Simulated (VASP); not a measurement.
Set up this calculation in VASP 6.6.1, as the native input.

| Property | Result |
| --- | --- |
| Task | electric field gradients |
| Functional | r2SCAN |
| Potentials or basis | VASP PAW PBE potentials, release 64 (Be) |
| Cutoff | 520 eV |
| k mesh | 23 × 23 × 23 |
| Occupations | fermi-dirac, width 0.03 eV |
| Spin | no spin polarisation |
| Dipole correction | no |
| Further INCAR settings | ALGO = Normal; EDIFF = 1e-08; NBANDS = 7 |

Be:

```
Be
1.0
    -1.25312    1.25312    1.25312
     1.25312   -1.25312    1.25312
     1.25312    1.25312   -1.25312
Be
1
Cartesian
  0.0000 0.0000 0.0000
```

This isn't the form of Be at room conditions, which is hcp.

One way to write it, as run:

POSCAR

```
Be
1.0
   -1.2531209513      1.2531209513      1.2531209513
    1.2531209513     -1.2531209513      1.2531209513
    1.2531209513      1.2531209513     -1.2531209513
Be
1
Direct
    0.0000000000      0.0000000000      0.0000000000
```

INCAR.step1

```
SYSTEM = Be
PREC     = Accurate       ! precision mode
ENCUT    = 520            ! plane-wave cutoff, eV
ISMEAR   = -1             ! smearing method
SIGMA    = 0.03           ! smearing width, eV
LREAL    = .False.        ! projectors in reciprocal space
LASPH    = .True.         ! aspherical terms in the spheres
NELM     = 80             ! most SCF steps
NBANDS   = 7              ! bands
GGA      = PE             ! functional
ALGO     = Normal         ! electronic algorithm
EDIFF    = 1E-4           ! SCF threshold, eV
LWAVE    = .True.         ! write WAVECAR
LCHARG   = .False.        ! write CHGCAR
```

INCAR.step2

```
SYSTEM = Be
PREC     = Accurate       ! precision mode
ENCUT    = 520            ! plane-wave cutoff, eV
EDIFF    = 1E-8           ! SCF threshold, eV
ISMEAR   = -1             ! smearing method
SIGMA    = 0.03           ! smearing width, eV
LREAL    = .False.        ! projectors in reciprocal space
LASPH    = .True.         ! aspherical terms in the spheres
NELM     = 80             ! most SCF steps
ALGO     = Normal         ! electronic algorithm
ISIF     = 2              ! what is computed and relaxed
LWAVE    = .False.        ! write WAVECAR
LCHARG   = .False.        ! write CHGCAR
METAGGA  = R2SCAN         ! meta-GGA
LMIXTAU  = .True.       
LEFG     = .True.       
NBANDS   = 7              ! bands
ISTART   = 1
```

KPOINTS

```
regular mesh
0
Gamma
  23 23 23
  0 0 0
```

Potentials or basis: VASP PAW PBE potentials, release 64 (Be).

Command:

```bash
$ cat potpaw_PBE.64/Be/POTCAR > POTCAR
$ cp INCAR.step1 INCAR
$ mpirun -np 1 vasp_std > vasp.out
$ cp INCAR.step2 INCAR
$ mpirun -np 1 vasp_std > vasp.out
```

Results of the run:

```yaml
Pressure: -0.7 GPa
Band_gap_on_the_k_mesh: zero (bands 1 and 2 overlap by 5.28 eV)
Largest_electric_field_gradient_by_atom: zero within the noise of the run
```

Caveat: the PAW data sets were made with another functional, which shifts forces and pressure a little.

It took 76 s on 1 thread of AMD EPYC 7R13 (shared host), peak memory 0.09 GiB.
